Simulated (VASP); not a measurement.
# BaS (P6_3/mmc) in VASP: single point with PBE

Aim: the single point of BaS with PBE.

All numbers are computed with VASP 6.6.1; they aren't measurements. Logs are shortened: lines on timing, memory, paths and dates and some standing lists are left out, and cuts for length are marked.

## (1) The cell of the first run

The structure is hexagonal, space group P6_3/mmc (No. 194). The conventional cell has a = 5.380 Å, b = 5.380 Å, c = 6.383 Å, α = 90.00°, β = 90.00°, γ = 120.00°. Ba (site symmetry -6m2) has 5 S at 3.11 to 3.19 Å within 4.1 Å. Within 4.1 Å of S (site symmetry -6m2) lie 5 Ba at 3.11 to 3.19 Å.

## (2) Single point, PBE, non-collinear spin, zero start, spin-orbit coupling

INCAR reads:

```
SYSTEM = BaS
ALGO = Normal
EDIFF = 1E-6
ENCUT = 520
GGA = PE
GGA_COMPAT = .FALSE.
ISIF = 2
ISMEAR = -1
LASPH = .TRUE.
LCHARG = .TRUE.
LORBIT = 11
LORBMOM = .TRUE.
LREAL = .FALSE.
LSORBIT = .TRUE.
LVHAR = .TRUE.
LWAVE = .FALSE.
MAGMOM = 0 0 0 0 0 0 0 0 0 0 0 0
NBANDS = 46
NELM = 150
PREC = Accurate
SIGMA = 0.03
```

KPOINTS reads:

```
k-points
0
G
  8 8 5
  0 0 0
```

POSCAR reads:

```
BaS
1.0
    5.3802564688      0.0000000000      0.0000000000
   -2.6901282344      4.6594387808      0.0000000000
    0.0000000000      0.0000000000      6.3828911962
Ba S
2 2
Direct
    0.3333333333      0.6666666667     -0.0620012758
    0.6666666667      0.3333333333      0.4379987242
    0.3333333333      0.6666666667      0.4380012758
    0.6666666667      0.3333333333      0.9380012758
```

Potentials or basis: VASP PAW PBE potentials, release 64 (Ba_sv, S).

Launch:

```bash
cat potpaw_PBE.64/Ba_sv/POTCAR potpaw_PBE.64/S/POTCAR > POTCAR
mpirun -np 1 vasp_ncl > vasp.out
```

OUTCAR:

```text
SYSTEM = BaS
   EDIFF = 1E-6
   ENCUT = 520
   GGA = PE
   ISIF = 2
   ISMEAR = -1
   LASPH = .TRUE.
   LORBIT = 11
   LREAL = .FALSE.
   LSORBIT = .TRUE.
   NELM = 150
   PREC = Accurate

 ion  position               nearest neighbor table
   1  0.333  0.667  0.938-   4 3.11   4 3.11   4 3.11   3 3.19   3 3.19   2 4.45   2 4.45   2 4.45
                             2 4.45   2 4.45   2 4.45
   2  0.667  0.333  0.438-   3 3.11   3 3.11   3 3.11   4 3.19   4 3.19   1 4.45   1 4.45   1 4.45
                             1 4.45   1 4.45   1 4.45
   3  0.333  0.667  0.438-   2 3.11   2 3.11   2 3.11   1 3.19   1 3.19
   4  0.667  0.333  0.938-   1 3.11   1 3.11   1 3.11   2 3.19   2 3.19

  LATTYP: Found a hexagonal cell.
 ALAT       =     5.3802564688
 C/A-ratio  =     1.1863544486

  Lattice vectors:

 A1 = (   5.3802564688,   0.0000000000,   0.0000000000)
 A2 = (  -2.6901282344,   4.6594387808,   0.0000000000)
 A3 = (   0.0000000000,   0.0000000000,   6.3828911962)

Analysis of symmetry for initial positions (statically):
=====================================================================
 Subroutine PRICEL returns:
 Original cell was already a primitive cell.

 Routine SETGRP: Setting up the symmetry group for a
 hexagonal supercell.

 Subroutine GETGRP returns: Found 24 space group operations
 (whereof  6 operations were pure point group operations)
 out of a pool of 24 trial point group operations.

The static configuration has the point symmetry C_3v.
 The point group associated with its full space group is D_6h.

Analysis of symmetry for dynamics (positions and initial velocities):
=====================================================================
 Subroutine PRICEL returns:
 Original cell was already a primitive cell.

 Routine SETGRP: Setting up the symmetry group for a
 hexagonal supercell.

 Subroutine GETGRP returns: Found 24 space group operations
 (whereof  6 operations were pure point group operations)
 out of a pool of 24 trial point group operations.

The dynamic configuration has the point symmetry C_3v.
 The point group associated with its full space group is D_6h.

Analysis of structural, dynamic, and magnetic symmetry:
=====================================================================
 Subroutine PRICEL returns:
 Original cell was already a primitive cell.

 Routine SETGRP: Setting up the symmetry group for a
 hexagonal supercell.

 Subroutine GETGRP returns: Found 24 space group operations
 (whereof  6 operations were pure point group operations)
 out of a pool of 24 trial point group operations.

The overall configuration has the point symmetry C_3v.
 The point group associated with its full space group is D_6h.

 Subroutine INISYM returns: Found 24 space group operations
 (whereof  6 operations are pure point group operations),
 and found     1 'primitive' translations

----------------------------------------------------------------------------------------

                                     Primitive cell

  volume of cell :     160.0125

  direct lattice vectors                    reciprocal lattice vectors
     5.380256469  0.000000000  0.000000000     0.185864746  0.107309061  0.000000000
    -2.690128234  4.659438781  0.000000000     0.000000000  0.214618122  0.000000000
     0.000000000  0.000000000  6.382891196     0.000000000  0.000000000  0.156668815

  length of vectors
     5.380256469  5.380256469  6.382891196     0.214618122  0.214618122  0.156668815

  position of ions in fractional coordinates (direct lattice)
     0.333333333  0.666666667  0.937998724
     0.666666667  0.333333333  0.437998724
     0.333333333  0.666666667  0.438001276
     0.666666667  0.333333333  0.938001276

  ion indices of the primitive-cell ions
   primitive index   ion index
                 1           1
[... 118 lines left out ...]

 Free energy of the ion-electron system (eV)
  ---------------------------------------------------
  ext. energy  EPLUGINS =         0.00000000
  ---------------------------------------------------
  free energy    TOTEN  =       -20.37767591 eV

  energy without entropy =      -20.37767591  energy(sigma->0) =      -20.37767591

 E-fermi :   1.1485     XC(G=0):  -7.5308

 val. band max:        0.4675563002   @ k =   0.0000   0.0000   0.0000
 cond. band min:       2.9806338196   @ k =   0.3750   0.2500   0.0000
 fundamental gap:      2.5130775194
 Fermi energy:         1.1485116132

 k-point     1 :       0.0000    0.0000    0.0000
  band No.  band energies     occupation
      1     -25.8052      1.00000
      2     -25.8052      1.00000
      3     -25.7537      1.00000
      4     -25.7537      1.00000
      5     -12.4481      1.00000
      6     -12.4481      1.00000
[... 1117 lines left out ...]
     43       6.2398      0.00000
     44       6.2400      0.00000

 [... further k-points ...]

 [bands above 44 left out]

------------------------ aborting loop because EDIFF is reached ----------------------------------------

  FORCE on cell =-STRESS in cart. coord.  units (eV):
  Direction    XX          YY          ZZ          XY          YZ          ZX
  --------------------------------------------------------------------------------------
  -------------------------------------------------------------------------------------
  Total        0.4191539      0.4191539      0.5123912      0.0000000      0.0000000     -0.0000000
  in kB        4.1969135      4.1969135      5.1304828      0.0000000      0.0000000     -0.0000000
  external PRESSURE =       4.5081033 kB  Pullay stress =       0.0000000 kB

 VOLUME and BASIS-vectors are now :
 -----------------------------------------------------------------------------
  energy-cutoff  :      520.00
  volume of cell :      160.01
      direct lattice vectors                 reciprocal lattice vectors
     5.380256469  0.000000000  0.000000000     0.185864746  0.107309061  0.000000000
    -2.690128234  4.659438781  0.000000000     0.000000000  0.214618122  0.000000000
     0.000000000  0.000000000  6.382891196     0.000000000  0.000000000  0.156668815

 POSITION                                       TOTAL-FORCE (eV/Angst)
 -----------------------------------------------------------------------------------
     -0.00000      3.10629      5.98714        -0.000000      0.000000      0.000000
      2.69013      1.55315      2.79570         0.000000     -0.000000      0.000000
     -0.00000      3.10629      2.79571         0.000000     -0.000000     -0.000000
      2.69013      1.55315      5.98716        -0.000000      0.000000      0.000000
 -----------------------------------------------------------------------------------
    total drift:                               -0.000000      0.000000     -0.017929

  FREE ENERGIE OF THE ION-ELECTRON SYSTEM (eV)
  ---------------------------------------------------
  free  energy   TOTEN  =       -20.3776759108 eV

  energy  without entropy=      -20.3776759107  energy(sigma->0) =      -20.37767591

 orbital moment (x)

 # of ion     p       d       tot
 ----------------------------------------
  1         0.000  -0.000  -0.000
  2         0.000   0.000   0.000
  3         0.000   0.000   0.000
  4        -0.000   0.000  -0.000
 ----------------------------------------
           -0.000  -0.000  -0.000

 orbital moment (y)

 # of ion     p       d       tot
 ----------------------------------------
  1        -0.000   0.000   0.000
  2        -0.000   0.000   0.000
  3         0.000   0.000   0.000
  4        -0.000   0.000  -0.000
 ----------------------------------------
           -0.000   0.000   0.000

 orbital moment (z)

 # of ion     p       d       tot
 ----------------------------------------
  1         0.000   0.000   0.000
  2         0.000   0.000   0.000
  3         0.000   0.000   0.000
  4         0.000   0.000   0.000
 ----------------------------------------
            0.000   0.000   0.000

 Spin-Orbit-Coupling matrix elements

 Ion:    1  E_soc:     -0.3900257
 l=   1
     0.0000000    -0.0647358    -0.0648571
    -0.0647358     0.0000000    -0.0647358
    -0.0648571    -0.0647358     0.0000000
 l=   2
     0.0000000    -0.0000345     0.0000000    -0.0000345    -0.0002320
    -0.0000345     0.0000000    -0.0001502    -0.0000135    -0.0000345
     0.0000000    -0.0001502     0.0000000    -0.0001502     0.0000000
    -0.0000345    -0.0000135    -0.0001502     0.0000000    -0.0000345
    -0.0002320    -0.0000345     0.0000000    -0.0000345     0.0000000
 l=   3
     0.0000000     0.0000000     0.0000000     0.0000000     0.0000000     0.0000000     0.0000000
     0.0000000     0.0000000     0.0000000     0.0000000     0.0000000     0.0000000     0.0000000
     0.0000000     0.0000000     0.0000000     0.0000000     0.0000000     0.0000000     0.0000000
     0.0000000     0.0000000     0.0000000     0.0000000     0.0000000     0.0000000     0.0000000
[... 49 lines left out ...]
 l=   2
     0.0000000     0.0000000     0.0000000     0.0000000     0.0000000
     0.0000000     0.0000000     0.0000000     0.0000000     0.0000000
     0.0000000     0.0000000     0.0000000     0.0000000     0.0000000
     0.0000000     0.0000000     0.0000000     0.0000000     0.0000000
     0.0000000     0.0000000     0.0000000     0.0000000     0.0000000
 l=   3
     0.0000000     0.0000000     0.0000000     0.0000000     0.0000000     0.0000000     0.0000000
     0.0000000     0.0000000     0.0000000     0.0000000     0.0000000     0.0000000     0.0000000
     0.0000000     0.0000000     0.0000000     0.0000000     0.0000000     0.0000000     0.0000000
     0.0000000     0.0000000     0.0000000     0.0000000     0.0000000     0.0000000     0.0000000
     0.0000000     0.0000000     0.0000000     0.0000000     0.0000000     0.0000000     0.0000000
     0.0000000     0.0000000     0.0000000     0.0000000     0.0000000     0.0000000     0.0000000
     0.0000000     0.0000000     0.0000000     0.0000000     0.0000000     0.0000000     0.0000000

 total charge

# of ion       s       p       d       tot
------------------------------------------
    1        2.011   5.610   0.287   7.908
    2        2.011   5.610   0.287   7.908
    3        1.321   2.428   0.000   3.749
    4        1.321   2.428   0.000   3.749
--------------------------------------------------
tot          6.665  16.075   0.574  23.313

 magnetization (x)

# of ion       s       p       d       tot
------------------------------------------
    1        0.000  -0.000  -0.000  -0.000
    2        0.000   0.000   0.000   0.000
    3        0.000   0.000   0.000   0.000
    4        0.000   0.000   0.000   0.000
--------------------------------------------------
tot          0.000   0.000   0.000   0.000

 magnetization (y)

# of ion       s       p       d       tot
------------------------------------------
    1       -0.000   0.000   0.000  -0.000
    2       -0.000   0.000  -0.000  -0.000
    3       -0.000   0.000   0.000  -0.000
    4        0.000   0.000   0.000   0.000
--------------------------------------------------
tot         -0.000   0.000  -0.000  -0.000

 magnetization (z)

# of ion       s       p       d       tot
------------------------------------------
    1        0.000   0.000  -0.000  -0.000
    2        0.000   0.000   0.000   0.000
    3        0.000  -0.000   0.000  -0.000
    4        0.000  -0.000   0.000  -0.000
--------------------------------------------------
tot          0.000  -0.000   0.000  -0.000
```

Wall time 3.8 min (1 thread of Intel Xeon 6975P-C (Granite Rapids), shared host); peak memory 0.73 GiB.

What came out:

- Free energy: -20.3777 eV
- Pressure: 0.5 GPa
- Net moment: 0.00 μB per cell
- Valence electrons inside the program's atomic spheres: Ba 7.91; S 3.75

Moments on the atoms (μB; x, y, z):
```
Ba  0.00 0.00 0.00
Ba  0.00 0.00 0.00
S   0.00 0.00 0.00
S   0.00 0.00 0.00
```
